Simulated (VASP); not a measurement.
# As (Pm-3m) in VASP: notebook, part 2 of 3

VASP 6.6.1.

## (3) Single point, PBEsol+D3(BJ)

This run uses another cell than the first one, of 18.70 Å³/atom, 1.133 times its volume.

File INCAR:

```
PREC = Accurate ; ENCUT = 520
EDIFF = 1E-7 ; ISMEAR = -1
SIGMA = 0.05 ; LREAL = F
LASPH = T ; NELM = 100
ALGO = Normal ; ISIF = 2
LWAVE = F ; LCHARG = F
GGA = PS ; IVDW = 12
NBANDS = 8
```

File KPOINTS:

```
Automatic mesh
0
Gamma
  10 10 10
```

File POSCAR:

```
As
1.0
    2.6542717238      0.0000000000      0.0000000000
    0.0000000000      2.6542717238      0.0000000000
    0.0000000000      0.0000000000      2.6542717238
As
1
Direct
    0.5000000000      0.5000000000      0.5000000000
```

Potentials or basis: VASP PAW PBE potentials, release 64 (As).

The run is started by

```bash
> cat potpaw_PBE.64/As/POTCAR > POTCAR
> mpirun -np 1 vasp_std > vasp.out
```

OUTCAR:

```text
PREC = Accurate
   ENCUT = 520
   EDIFF = 1E-7
   ISMEAR = -1
   LREAL = F
   LASPH = T
   NELM = 100
   ISIF = 2
   GGA = PS
   IVDW = 12
 IVDW          = 12

 ion  position               nearest neighbor table
   1  0.500  0.500  0.500-

  LATTYP: Found a simple cubic cell.
 ALAT       =     2.6542717238

  Lattice vectors:

 A1 = (   2.6542717238,   0.0000000000,   0.0000000000)
 A2 = (   0.0000000000,   2.6542717238,   0.0000000000)
 A3 = (   0.0000000000,   0.0000000000,   2.6542717238)

Analysis of symmetry for initial positions (statically):
=====================================================================
 Subroutine PRICEL returns:
 Original cell was already a primitive cell.

 Routine SETGRP: Setting up the symmetry group for a
 simple cubic supercell.

 Subroutine GETGRP returns: Found 48 space group operations
[... 9 lines left out ...]

 Routine SETGRP: Setting up the symmetry group for a
 simple cubic supercell.

 Subroutine GETGRP returns: Found 48 space group operations
[... 11 lines left out ...]
                                     Primitive cell

  volume of cell :      18.6998

  direct lattice vectors                    reciprocal lattice vectors
     2.654271724  0.000000000  0.000000000     0.376751178  0.000000000  0.000000000
     0.000000000  2.654271724  0.000000000     0.000000000  0.376751178  0.000000000
     0.000000000  0.000000000  2.654271724     0.000000000  0.000000000  0.376751178

  length of vectors
     2.654271724  2.654271724  2.654271724     0.376751178  0.376751178  0.376751178

  position of ions in fractional coordinates (direct lattice)
     0.500000000  0.500000000  0.500000000

  ion indices of the primitive-cell ions
   primitive index   ion index
                 1           1

----------------------------------------------------------------------------------------

[... 82 lines left out ...]
   EMIN   =  10.00;   EMAX   =-10.00  energy-range for DOS
[... 5 lines left out ...]
     AMIX     =   0.40;   BMIX     =  1.00
     AMIX_MAG =   1.60;   BMIX_MAG =  1.00
  volume/ion in A,a.u.               =      18.70       126.19
  Fermi-wavevector in a.u.,A,eV,Ry     =   1.054677  1.993050 15.134351  1.112343
  Thomas-Fermi vector in A             =   2.189846
   LORBIT       =      0    0 simple, 1 ext, 2 COOP (PROOUT), +10 PAW based schemes
   GGA     = PS    functional components
   LHFCALC =     F    Hartree Fock is set to
   AEXX    =    0.0000 exact exchange contribution
   IVDW    =    12    specifies the selected vdW correction
   LEPSILON=     F    determine dielectric tensor
   LRPA    =     F    only Hartree local field effects (RPA)
 non-spin polarized calculation
  energy-cutoff  :      520.00
  volume of cell :       18.70
 maximum number of plane-waves:       518
 NGX is ok and might be reduce to    20
   NGX =  9   NGY =  9   NGZ =  9

 number of electron       5.0000001 magnetization

 Free energy of the ion-electron system (eV)
  ---------------------------------------------------
  ext. energy  EPLUGINS =         0.00000000
  ---------------------------------------------------
  free energy    TOTEN  =        -5.03857619 eV

  energy without entropy =       -5.03601627  energy(sigma->0) =       -5.03729623

 E-fermi :   6.4223     XC(G=0): -10.7930

 val. band max:        6.3126220953   @ k =   0.5000   0.3000   0.3000
 cond. band min:       6.4466621408   @ k =   0.2000   0.2000   0.0000
 fundamental gap:      0.1340400456
 Fermi energy:         6.4222819295

 k-point     1 :       0.0000    0.0000    0.0000
  band No.  band energies     occupation
      1      -9.0476      2.00000
      2      10.8253      0.00000
      3      10.8253      0.00000
      4      10.8253      0.00000
      5      15.0175      0.00000
      6      15.0175      0.00000
      7      17.3573      0.00000
      8      32.1309      0.00000
[... 243 lines left out ...]
 k-point    24 :       0.3000    0.1000    0.1000
  band No.  band energies     occupation
      1      -6.9765      2.00000
      2       2.8058      2.00000
      3      10.0500      0.00000
      4      10.6244      0.00000
      5      19.2978      0.00000
      6      19.3209      0.00000
      7      21.4185      0.00000
      8      22.4285      0.00000

 [... further k-points ...]

------------------------ aborting loop because EDIFF is reached ----------------------------------------

 Edisp (eV)   -0.42319

 E8    (eV) :    -0.2717

  FORCE on cell =-STRESS in cart. coord.  units (eV):
  Direction    XX          YY          ZZ          XY          YZ          ZX
  --------------------------------------------------------------------------------------
  -------------------------------------------------------------------------------------
  Total       0.05009     0.05009     0.05009    -0.00000     0.00000    -0.00000
  in kB       4.29179     4.29179     4.29179    -0.00000     0.00000    -0.00000
  external pressure =        4.29 kB  Pullay stress =        0.00 kB

 VOLUME and BASIS-vectors are now :
 -----------------------------------------------------------------------------
  energy-cutoff  :      520.00
  volume of cell :       18.70
      direct lattice vectors                 reciprocal lattice vectors
     2.654271724  0.000000000  0.000000000     0.376751178  0.000000000  0.000000000
     0.000000000  2.654271724  0.000000000     0.000000000  0.376751178  0.000000000
     0.000000000  0.000000000  2.654271724     0.000000000  0.000000000  0.376751178

 POSITION                                       TOTAL-FORCE (eV/Angst)
 -----------------------------------------------------------------------------------
      1.32714      1.32714      1.32714         0.000000      0.000000      0.000000
 -----------------------------------------------------------------------------------
    total drift:                                0.000000     -0.000000      0.000000

  FREE ENERGIE OF THE ION-ELECTRON SYSTEM (eV)
  ---------------------------------------------------
  free  energy   TOTEN  =        -5.4617651708 eV

  energy  without entropy=       -5.4592052444  energy(sigma->0) =       -5.46048521
```

OSZICAR:

```text
N       E                     dE             d eps       ncg     rms          rms(c)
DAV:   1     0.713294156199E+01    0.71329E+01   -0.20313E+03   904   0.457E+02
DAV:   2    -0.490852245707E+01   -0.12041E+02   -0.11365E+02  1184   0.581E+01
DAV:   3    -0.504384505707E+01   -0.13532E+00   -0.13518E+00  1032   0.843E+00
DAV:   4    -0.504395669621E+01   -0.11164E-03   -0.11164E-03  1344   0.270E-01
DAV:   5    -0.504395675565E+01   -0.59443E-07   -0.59211E-07  1088   0.378E-03    0.236E+00
DAV:   6    -0.504052070321E+01    0.34361E-02   -0.31005E-04  1056   0.147E-01    0.140E+00
DAV:   7    -0.503855570382E+01    0.19650E-02   -0.81810E-04   976   0.241E-01    0.665E-02
DAV:   8    -0.503857545775E+01   -0.19754E-04   -0.13333E-05  1144   0.270E-02    0.803E-03
DAV:   9    -0.503857604161E+01   -0.58387E-06   -0.62313E-07  1080   0.590E-03    0.132E-03
DAV:  10    -0.503857619237E+01   -0.15076E-06   -0.10135E-07  1056   0.194E-03    0.181E-04
DAV:  11    -0.503857619455E+01   -0.21764E-08   -0.86166E-10   512   0.210E-04
   1 F= -.54617652E+01 E0= -.54604852E+01  d E =-.255993E-02
```

Run time: 4.8 s. Hardware: 1 thread of Intel Xeon Platinum 8488C (Sapphire Rapids), shared host; peak memory 0.13 GiB.

Results:

* Free energy: -5.4618 eV
* Pressure: 0.4 GPa
* Dispersion energy per atom: -0.423 eV

Caveat: the PAW data sets were made with another functional, which shifts forces and pressure a little; pairwise dispersion overbinds metals, which lowers pressure and volume.

[end of part 2 of 3]
